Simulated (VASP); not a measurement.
# MoSe (Pm-3m) in VASP: a series of runs

Runs on MoSe. Level: r2SCAN+U. Tasks: single point.

Program: VASP 6.6.1. These are calculated values, not measurements. Logs are shortened: lines on timing, memory, paths and dates and some standing lists are left out, and cuts for length are marked.

**1. The cell of the first run**

The structure is cubic, space group Pm-3m (No. 221). The conventional cell has a = 3.278 Å, b = 3.278 Å, c = 3.278 Å, α = 90.00°, β = 90.00°, γ = 90.00°. Within 3.7 Å of Mo (site symmetry m-3m) lie 8 Se at 2.84 Å and 6 Mo at 3.28 Å. Se (site symmetry m-3m) has 8 Mo at 2.84 Å and 6 Se at 3.28 Å within 3.7 Å.

**2. Single point, r2SCAN+U, collinear spin**

File POSCAR:

```
MoSe
1.0
    3.2781016497      0.0000000000      0.0000000000
    0.0000000000      3.2781016497      0.0000000000
    0.0000000000      0.0000000000      3.2781016497
Mo Se
1 1
Direct
    0.0000000000      0.0000000000      0.0000000000
    0.5000000000      0.5000000000      0.5000000000
```

File INCAR.step1:

```
SYSTEM = MoSe
ALGO = Normal
EDIFF = 1E-4
ENCUT = 520
GGA = PE
ISMEAR = 0
ISPIN = 2
LASPH = .True.
LCHARG = .False.
LDAU = .True.
LDAUJ = 0 0
LDAUL = 2 -1
LDAUTYPE = 2
LDAUU = 4.38 0
LMAXMIX = 4
LREAL = .False.
LWAVE = .True.
MAGMOM = 2 0
NBANDS = 21
NELM = 150
PREC = Accurate
SIGMA = 0.1
```

File INCAR.step2:

```
SYSTEM = MoSe
ALGO = Normal
EDIFF = 1E-6
ENCUT = 520
ISIF = 2
ISMEAR = 0
ISPIN = 2
ISTART = 1
LASPH = .True.
LCHARG = .True.
LDAU = .True.
LDAUJ = 0 0
LDAUL = 2 -1
LDAUPRINT = 1
LDAUTYPE = 2
LDAUU = 4.38 0
LELF = .True.
LMAXMIX = 4
LMIXTAU = .True.
LORBIT = 11
LREAL = .False.
LVHAR = .True.
LWAVE = .False.
MAGMOM = 2 0
METAGGA = R2SCAN
NBANDS = 21
NELM = 150
PREC = Accurate
SIGMA = 0.1
```

File KPOINTS:

```
k-points
0
Gamma
  12 12 12
  0 0 0
```

Potentials or basis: VASP PAW PBE potentials, release 64 (Mo_sv, Se).

Run with:

```
cat potpaw_PBE.64/Mo_sv/POTCAR potpaw_PBE.64/Se/POTCAR > POTCAR
cp INCAR.step1 INCAR
mpirun -np 1 vasp_std > vasp.out
cp INCAR.step2 INCAR
mpirun -np 1 vasp_std > vasp.out
```

OUTCAR:

```text
SYSTEM = MoSe
   EDIFF = 1E-6
   ENCUT = 520
   ISIF = 2
   ISMEAR = 0
   ISPIN = 2
   ISTART = 1
   LASPH = .True.
   LORBIT = 11
   LREAL = .False.
   METAGGA = R2SCAN
   NELM = 150
   PREC = Accurate

 ion  position               nearest neighbor table
   1  0.000  0.000  0.000-   2 2.84   2 2.84   2 2.84   2 2.84   2 2.84   2 2.84   2 2.84   2 2.84

   2  0.500  0.500  0.500-   1 2.84   1 2.84   1 2.84   1 2.84   1 2.84   1 2.84   1 2.84   1 2.84

  LATTYP: Found a simple cubic cell.
 ALAT       =     3.2781016497

  Lattice vectors:

 A1 = (   3.2781016497,   0.0000000000,   0.0000000000)
 A2 = (   0.0000000000,   3.2781016497,   0.0000000000)
 A3 = (   0.0000000000,   0.0000000000,   3.2781016497)

Analysis of symmetry for initial positions (statically):
=====================================================================
 Subroutine PRICEL returns:
 Original cell was already a primitive cell.

 Routine SETGRP: Setting up the symmetry group for a
 simple cubic supercell.

 Subroutine GETGRP returns: Found 48 space group operations
 (whereof 48 operations were pure point group operations)
 out of a pool of 48 trial point group operations.

The static configuration has the point symmetry O_h .

Analysis of symmetry for dynamics (positions and initial velocities):
=====================================================================
 Subroutine PRICEL returns:
 Original cell was already a primitive cell.

 Routine SETGRP: Setting up the symmetry group for a
 simple cubic supercell.

 Subroutine GETGRP returns: Found 48 space group operations
 (whereof 48 operations were pure point group operations)
 out of a pool of 48 trial point group operations.

The dynamic configuration has the point symmetry O_h .

Analysis of structural, dynamic, and magnetic symmetry:
=====================================================================
 Subroutine PRICEL returns:
 Original cell was already a primitive cell.

 Routine SETGRP: Setting up the symmetry group for a
 simple cubic supercell.

 Subroutine GETGRP returns: Found 48 space group operations
 (whereof 48 operations were pure point group operations)
 out of a pool of 48 trial point group operations.

The overall configuration has the point symmetry O_h .

 Subroutine INISYM returns: Found 48 space group operations
 (whereof 48 operations are pure point group operations),
 and found     1 'primitive' translations

----------------------------------------------------------------------------------------

                                     Primitive cell

  volume of cell :      35.2263

  direct lattice vectors                    reciprocal lattice vectors
     3.278101650  0.000000000  0.000000000     0.305054604  0.000000000  0.000000000
     0.000000000  3.278101650  0.000000000     0.000000000  0.305054604  0.000000000
     0.000000000  0.000000000  3.278101650     0.000000000  0.000000000  0.305054604

  length of vectors
     3.278101650  3.278101650  3.278101650     0.305054604  0.305054604  0.305054604

  position of ions in fractional coordinates (direct lattice)
     0.000000000  0.000000000  0.000000000
     0.500000000  0.500000000  0.500000000

  ion indices of the primitive-cell ions
   primitive index   ion index
                 1           1
                 2           2

----------------------------------------------------------------------------------------

 KPOINTS: k-points

Automatic generation of k-mesh.
 Grid dimensions read from file:
 generate k-points for:   12   12   12

 Generating k-lattice:

  Cartesian coordinates                     Fractional coordinates (reciprocal lattice)
     0.025421217  0.000000000  0.000000000     0.083333333  0.000000000  0.000000000
     0.000000000  0.025421217  0.000000000     0.000000000  0.083333333  0.000000000
[... 58 lines left out ...]
   EDIFF  = 0.1E-05   stopping-criterion for ELM
   LREAL  =      F    real-space projection
   EDIFFG = 0.1E-04   stopping-criterion for IOM
   NSW    =      0    number of steps for IOM
   IBRION =     -1    ionic relax: 0-MD 1-quasi-New 2-CG
   NFREE  =      0    steps in history (QN), initial steepest desc. (CG)
   ISIF   =      2    stress and relaxation
   ISYM   =      2    0-nonsym 1-usesym 2-fastsym
   POTIM  = 0.5000    time-step for ionic-motion
   TEBEG  =    0.0;   TEEND  =   0.0 temperature during run
   PSTRESS=    0.0 pullay stress
   NELECT =      20.0000    total number of electrons
   NUPDOWN=      -1.0000    fix difference up-down
   EMIN   =  10.00;   EMAX   =-10.00  energy-range for DOS
   EFERMI =   0.00;   METHOD = LEGACY
   ISMEAR =     0;   SIGMA  =   0.10  broadening in eV -4-tet -1-fermi 0-gaus
   EFERMI_NEDOS =   21; number of points for ismear=-14 and -15
   IALGO  =     38    algorithm
   IMIX   =      4    mixing-type and parameters
     AMIX     =   0.40;   BMIX     =  1.00
     AMIX_MAG =   1.60;   BMIX_MAG =  1.00
  volume/ion in A,a.u.               =      17.61       118.86
  Fermi-wavevector in a.u.,A,eV,Ry     =   1.355592  2.561698 25.002479  1.837630
  Thomas-Fermi vector in A             =   2.482667
   LORBIT       =     11    0 simple, 1 ext, 2 COOP (PROOUT), +10 PAW based schemes
 LDA+U is selected, type is set to LDAUTYPE =  2
   angular momentum for each species LDAUL =     2   -1
   U (eV)           for each species LDAUU =   4.4  0.0
   J (eV)           for each species LDAUJ =   0.0  0.0
   METAGGA = R2SCAN    functional components
   LHFCALC =     F    Hartree Fock is set to
   AEXX    =    0.0000 exact exchange contribution
   IVDW    =     0    specifies the selected vdW correction
   LEPSILON=     F    determine dielectric tensor
   LRPA    =     F    only Hartree local field effects (RPA)
 spin polarized calculation
 Gauss-broadening in eV      SIGMA  =   0.10
  energy-cutoff  :      520.00
  volume of cell :       35.23
 maximum number of plane-waves:       968
   NGX = 13   NGY = 13   NGZ = 13

atom =   1  type =  1  l = 2

 onsite density matrix

spin component  1

  0.7045  0.0000 -0.0000 -0.0000  0.0000
  0.0000  0.7045  0.0000 -0.0000 -0.0000
 -0.0000  0.0000  0.4353  0.0000  0.0000
 -0.0000 -0.0000  0.0000  0.7045 -0.0000
  0.0000 -0.0000  0.0000 -0.0000  0.4353

spin component  2

  0.0803 -0.0000  0.0000  0.0000 -0.0000
 -0.0000  0.0803  0.0000  0.0000 -0.0000
  0.0000  0.0000  0.3277  0.0000  0.0000
  0.0000  0.0000  0.0000  0.0803 -0.0000
 -0.0000 -0.0000  0.0000 -0.0000  0.3277

 occupancies and eigenvectors

  o =  0.0803  v =  0.0000  0.0000  0.0000  0.0000  0.0000  0.4296  0.7995  0.0000 -0.4199  0.0000      0.0000  0.0000  0.0000  0.0000  0.0000  0.0000  0.0000  0.0000  0.0000  0.0000
  o =  0.0803  v =  0.0000  0.0000  0.0000  0.0000  0.0000 -0.9030  0.3804  0.0000 -0.1998  0.0000      0.0000  0.0000  0.0000  0.0000  0.0000  0.0000  0.0000  0.0000  0.0000  0.0000
  o =  0.0803  v =  0.0000  0.0000  0.0000  0.0000  0.0000  0.0000  0.4650  0.0000  0.8853  0.0000      0.0000  0.0000  0.0000  0.0000  0.0000  0.0000  0.0000  0.0000  0.0000  0.0000
  o =  0.3277  v =  0.0000  0.0000  0.0000  0.0000  0.0000  0.0000  0.0000  0.7754  0.0000 -0.6315      0.0000  0.0000  0.0000  0.0000  0.0000  0.0000  0.0000  0.0000  0.0000  0.0000
  o =  0.3277  v =  0.0000  0.0000  0.0000  0.0000  0.0000  0.0000 -0.0000  0.6315 -0.0000  0.7754      0.0000  0.0000  0.0000  0.0000  0.0000  0.0000  0.0000  0.0000  0.0000  0.0000
  o =  0.4353  v =  0.0000  0.0000 -0.0239  0.0000  0.9997  0.0000  0.0000  0.0000  0.0000  0.0000      0.0000  0.0000  0.0000  0.0000  0.0000  0.0000  0.0000  0.0000  0.0000  0.0000
  o =  0.4353  v =  0.0000  0.0000 -0.9997  0.0000 -0.0239  0.0000  0.0000  0.0000  0.0000  0.0000      0.0000  0.0000  0.0000  0.0000  0.0000  0.0000  0.0000  0.0000  0.0000  0.0000
  o =  0.7045  v =  0.0000  0.9985  0.0000 -0.0539 -0.0000  0.0000  0.0000  0.0000  0.0000  0.0000      0.0000  0.0000  0.0000  0.0000  0.0000  0.0000  0.0000  0.0000  0.0000  0.0000
  o =  0.7045  v =  1.0000  0.0000  0.0000  0.0000  0.0000  0.0000  0.0000  0.0000  0.0000  0.0000      0.0000  0.0000  0.0000  0.0000  0.0000  0.0000  0.0000  0.0000  0.0000  0.0000
  o =  0.7045  v =  0.0000  0.0539  0.0000  0.9985 -0.0000  0.0000  0.0000  0.0000  0.0000  0.0000      0.0000  0.0000  0.0000  0.0000  0.0000  0.0000  0.0000  0.0000  0.0000  0.0000

 number of electron      19.9999998 magnetization       2.0423307

 Free energy of the ion-electron system (eV)
  ---------------------------------------------------
  ext. energy  EPLUGINS =         0.00000000
  ---------------------------------------------------
  free energy    TOTEN  =       -35.69430350 eV

  energy without entropy =      -35.69070269  energy(sigma->0) =      -35.69250310

 E-fermi :   9.6278     XC(G=0): -12.6969

 val. band max:        9.6191698303   @ k =   0.2500   0.1667   0.0833
 cond. band min:       9.6359726487   @ k =   0.2500   0.2500   0.0000
 fundamental gap:      0.0168028183
 Fermi energy:         9.6278316059

 spin component 1

 k-point     1 :       0.0000    0.0000    0.0000
  band No.  band energies     occupation
      1     -54.5212      1.00000
      2     -27.9222      1.00000
      3     -27.9222      1.00000
      4     -27.9222      1.00000
      5      -6.6735      1.00000
      6       6.1208      1.00000
[... 1145 lines left out ...]
     20      25.4933      0.00000
     21      28.0719      0.00000

 [... further k-points ...]
[... 5 lines left out ...]
  --------------------------------------------------------------------------------------
  -------------------------------------------------------------------------------------
  Total       -0.1345735     -0.1345735     -0.1345735      0.0000000      0.0000000     -0.0000000
  in kB       -6.1207269     -6.1207269     -6.1207269      0.0000000      0.0000000     -0.0000000
  external PRESSURE =      -6.1207269 kB  Pullay stress =       0.0000000 kB

 VOLUME and BASIS-vectors are now :
 -----------------------------------------------------------------------------
  energy-cutoff  :      520.00
  volume of cell :       35.23
      direct lattice vectors                 reciprocal lattice vectors
     3.278101650  0.000000000  0.000000000     0.305054604  0.000000000  0.000000000
     0.000000000  3.278101650  0.000000000     0.000000000  0.305054604  0.000000000
     0.000000000  0.000000000  3.278101650     0.000000000  0.000000000  0.305054604

 POSITION                                       TOTAL-FORCE (eV/Angst)
 -----------------------------------------------------------------------------------
      0.00000      0.00000      0.00000         0.000000      0.000000      0.000000
      1.63905      1.63905      1.63905         0.000000      0.000000      0.000000
 -----------------------------------------------------------------------------------
    total drift:                                0.000000      0.000000      0.000000

  FREE ENERGIE OF THE ION-ELECTRON SYSTEM (eV)
  ---------------------------------------------------
  free  energy   TOTEN  =       -35.6943035036 eV

  energy  without entropy=      -35.6907026928  energy(sigma->0) =      -35.69250310

 total charge

# of ion       s       p       d       tot
------------------------------------------
    1        2.208   6.096   3.841  12.144
    2        1.492   2.317   0.087   3.896
--------------------------------------------------
tot          3.699   8.413   3.928  16.040

 magnetization (x)

# of ion       s       p       d       tot
------------------------------------------
    1        0.040   0.033   2.073   2.146
    2        0.035  -0.310   0.027  -0.248
--------------------------------------------------
tot          0.075  -0.277   2.100   1.898
```

Run time: 2.9 min. Hardware: 1 thread of AMD EPYC 9R45 (Zen 5), shared host; peak memory 0.2 GiB.

Results:

- Free energy: -35.6943 eV
- Pressure: -0.6 GPa
- Net moment: 2.04 μB per cell
- Site moments: Mo +2.15; Se -0.25 μB
- Valence electrons inside the program's atomic spheres: Mo 12.14; Se 3.90

Levels at points of the mesh, in eV from the Fermi level:
Spin up:
| k point | band 8 | band 9 | band 10 | band 11 | band 12 | band 13 | band 14 | band 15 |
| --- | --- | --- | --- | --- | --- | --- | --- | --- |
| (0.00, 0.00, 0.00) | -1.96 | -1.96 | -1.96 | -1.77 | -1.77 | -1.77 | 2.00 | 9.35 |
| (0.50, 0.00, 0.00) | -4.63 | -2.78 | -1.56 | 1.16 | 2.49 | 2.49 | 5.09 | 5.92 |
| (0.50, 0.50, 0.00) | -3.33 | -2.89 | -2.89 | -1.81 | -0.50 | 1.37 | 3.81 | 9.80 |
| (0.50, 0.50, 0.50) | -7.69 | 1.46 | 1.46 | 2.36 | 2.36 | 2.36 | 2.49 | 2.49 |
Spin down:
| k point | band 6 | band 7 | band 8 | band 9 | band 10 | band 11 | band 12 | band 13 |
| --- | --- | --- | --- | --- | --- | --- | --- | --- |
| (0.00, 0.00, 0.00) | -2.36 | -2.36 | -2.20 | -2.20 | -2.20 | 2.90 | 3.55 | 3.55 |
| (0.50, 0.00, 0.00) | -8.25 | -2.71 | -2.71 | -1.47 | 2.64 | 3.93 | 5.51 | 5.52 |
| (0.50, 0.50, 0.00) | -6.15 | -6.15 | -2.20 | -0.87 | 1.83 | 1.83 | 2.45 | 3.08 |
| (0.50, 0.50, 0.50) | -6.47 | -6.47 | -6.47 | 2.99 | 2.99 | 2.99 | 3.17 | 3.17 |

Eigenvalues of the final occupation matrices:
| site | spin | trace | eigenvalues |
| --- | --- | --- | --- |
| site 1 d | 1 | 2.98 | 0.44 0.44 0.70 0.70 0.70 |
| site 1 d | 2 | 0.90 | 0.08 0.08 0.08 0.33 0.33 |

Caveat: the PAW data sets were made with another functional, which shifts forces and pressure a little.

**3. Single point, r2SCAN+U, collinear spin**

This run uses another cell than the first one, of 18.93 Å³/atom.

File POSCAR:

```
MoSe
1.0
    3.3580866981      0.0000000000      0.0000000000
    0.0000000000      3.3580866981      0.0000000000
    0.0000000000      0.0000000000      3.3580866981
Mo Se
1 1
Direct
    0.0000000000      0.0000000000      0.0000000000
    0.5000000000      0.5000000000      0.5000000000
```

File INCAR.step1:

```
ALGO = Normal
EDIFF = 1E-4
ENCUT = 520
GGA = PE
ISMEAR = 0
ISPIN = 2
LASPH = T
LCHARG = F
LDAU = T
LDAUJ = 0 0
LDAUL = 2 -1
LDAUTYPE = 2
LDAUU = 4.38 0
LMAXMIX = 4
LREAL = F
LWAVE = T
MAGMOM = 2 0
NBANDS = 21
NELM = 150
PREC = Accurate
SIGMA = 0.1
```

File INCAR.step2:

```
ALGO = Normal
EDIFF = 1E-6
ENCUT = 520
ISIF = 2
ISMEAR = 0
ISPIN = 2
ISTART = 1
LASPH = T
LCHARG = F
LDAU = T
LDAUJ = 0 0
LDAUL = 2 -1
LDAUPRINT = 1
LDAUTYPE = 2
LDAUU = 4.38 0
LMAXMIX = 4
LMIXTAU = T
LORBIT = 11
LREAL = F
LWAVE = F
MAGMOM = 2 0
METAGGA = R2SCAN
NBANDS = 21
NELM = 150
PREC = Accurate
SIGMA = 0.1
```

File KPOINTS:

```
k-points
0
Gamma
  12 12 12
```

Potentials or basis: VASP PAW PBE potentials, release 64 (Mo_sv, Se).

Run with:

```
cat potpaw_PBE.64/Mo_sv/POTCAR potpaw_PBE.64/Se/POTCAR > POTCAR
cp INCAR.step1 INCAR
mpirun -np 1 vasp_std > vasp.out
cp INCAR.step2 INCAR
mpirun -np 1 vasp_std > vasp.out
```

It took 4.7 min on 1 thread of AMD EPYC 9R45 (Zen 5), shared host; peak memory 0.23 GiB.

The run converged. Its results:

```yaml
Free_energy: -35.6235 eV
Pressure: -7.2 GPa
Net_moment: 2.22 μB per cell
Site_moments: Mo +2.32; Se -0.27 μB
Valence_electrons_inside_the_program's_atomic_spheres: Mo 12.06; Se 3.85
```

Levels at points of the mesh, in eV from the Fermi level:
Spin up:
| k point | band 9 | band 10 | band 11 | band 12 | band 13 | band 14 |
| --- | --- | --- | --- | --- | --- | --- |
| (0.00, 0.00, 0.00) | -1.96 | -1.96 | -1.91 | -1.91 | -1.91 | 1.32 |
| (0.50, 0.00, 0.00) | -2.65 | -1.78 | 0.85 | 2.00 | 2.00 | 4.61 |
| (0.50, 0.50, 0.00) | -2.92 | -2.92 | -2.11 | -0.55 | 1.02 | 3.35 |
| (0.50, 0.50, 0.50) | 1.10 | 1.10 | 1.83 | 1.83 | 1.83 | 2.42 |
Spin down:
| k point | band 6 | band 7 | band 8 | band 9 | band 10 | band 11 | band 12 | band 13 |
| --- | --- | --- | --- | --- | --- | --- | --- | --- |
| (0.00, 0.00, 0.00) | -2.18 | -2.18 | -2.18 | -1.82 | -1.82 | 2.33 | 3.62 | 3.62 |
| (0.50, 0.00, 0.00) | -7.73 | -2.54 | -2.54 | -0.99 | 2.69 | 3.97 | 5.11 | 5.27 |
| (0.50, 0.50, 0.00) | -5.82 | -5.82 | -1.78 | -0.96 | 2.05 | 2.05 | 2.44 | 3.14 |
| (0.50, 0.50, 0.50) | -5.99 | -5.99 | -5.99 | 2.97 | 2.97 | 2.97 | 3.22 | 3.22 |

Eigenvalues of the final occupation matrices:
```csv
site,spin,trace,eigenvalues
site 1 d,1,3.05,0.44 0.44 0.72 0.72 0.72
site 1 d,2,0.78,0.07 0.07 0.07 0.29 0.29
```

Caveat: the cell stands under tension; the PAW data sets were made with another functional, which shifts forces and pressure a little.

(Continued in part 2 of 2.)
